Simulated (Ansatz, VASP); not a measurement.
**One calculation of P, two programs**

INCAR

```
SYSTEM = P
PREC = Accurate ; ENCUT = 520
EDIFF = 1E-8 ; ISMEAR = -1
SIGMA = 0.05 ; LREAL = .FALSE.
LASPH = .TRUE. ; NELM = 80
ALGO = Normal ; ISIF = 2
LWAVE = .FALSE. ; LCHARG = .FALSE.
GGA = PE ; LEFG = .TRUE.
NBANDS = 12
```

KPOINTS

```
regular mesh
0
G
  15 15 8
  0 0 0
```

The input POSCAR:

```
P
1.0
    2.6595197626      0.0000000000      0.0000000000
   -1.3297598813      2.3032116763      0.0000000000
    0.0000000000      0.0000000000      4.5099155578
P
2
Direct
    0.3333333333      0.6666666667      0.2500000000
    0.6666666667      0.3333333333      0.7500000000
```

Input for Ansatz:

```yaml
crystal:
  lattice:
    - [2.6595197626, 0.0, 0.0]
    - [-1.3297598813, 2.3032116763, 0.0]
    - [0.0, 0.0, 4.5099155578]
  atoms:
    - { symbol: P, position: [0.3333333333, 0.6666666667, 0.25] }
    - { symbol: P, position: [0.6666666667, 0.3333333333, 0.75] }
kpoints:
  mp_grid: { grid: [15, 15, 8] }
scf:
  occupations: { method: fermi_dirac, width: 0.05 }
hamiltonian:
  xc: pbe
  pseudopotentials: { kind: paw }
output:
  forces: true
  stress: true
  eigenvalues: true
  efg: { contact_densities: true }
```

Change from the starting cell: volume scaled by 0.95, PAW files.

Alike in both runs: task electric field gradients; functional PBE; k mesh 15 × 15 × 8; occupations fermi-dirac, width 0.05 eV; no spin polarisation.

|  | VASP | Ansatz |
| --- | --- | --- |
| version | VASP 6.6.1 | Ansatz 0.2.0 |
| potentials or method | VASP PAW PBE potentials, release 64 (P) | PAW with Ansatz's default frozen-core files, scalar-relativistic |
| plane-wave cutoff (eV) | 520 | 420 |
| valence electrons in the cell | 10 | 10 |

```tsv
	VASP	Ansatz	Ansatz less VASP
pressure (GPa)	5.0	5.2	+0.21
traceless stress, the component that is largest in VASP (GPa)	-0.12	-0.12	-0.005
size of Vzz on the site where it differs most (V/Å²)	2.2	2.2	+0.02
```

With one functional, cell and mesh, what is left measures potentials, basis and numerics.
